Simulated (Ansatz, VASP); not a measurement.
# Hf3H in VASP and in Ansatz

```
CELL_PARAMETERS angstrom
0.00000 3.35232 3.35232
3.35232 0.00000 3.35232
3.35232 3.35232 0.00000
ATOMIC_POSITIONS crystal
Hf 0.00000 0.00000 0.00000
Hf 0.25000 0.25000 0.25000
Hf 0.75000 0.75000 0.75000
H 0.50000 0.50000 0.50000
```

Change from the starting cell: species swapped into the LiMg3 type (Fm-3m, No. 225).

Alike in both runs: functional PBE; k mesh 5 × 5 × 5; occupations gaussian, width 0.2 eV; no spin polarisation.

Ansatz relaxed the structure, and its values are those at the end. VASP's run is a single point on that final structure, the one shown.

```csv
,VASP,Ansatz
version,VASP 6.6.1,Ansatz 0.2.0
potentials or method,"VASP PAW PBE potentials, release 64 (Hf_pv, H), cutoff 500 eV","scalar-relativistic, plane waves, PAW"
valence electrons in the cell,31,79
```

|  | VASP | Ansatz | Ansatz less VASP |
| --- | --- | --- | --- |
| gap on the k mesh at the Fermi level (eV) | none | none | - |
| pressure (GPa) | 0.0 | 0.2 | +0.27 |

A gap of «none» marks a metal or a gap that the smearing closes. VASP's potentials hold 31 valence electrons a cell and Ansatz's 79, so a difference there can come from the potentials and not from the codes.

Neither program's run includes spin-orbit coupling.
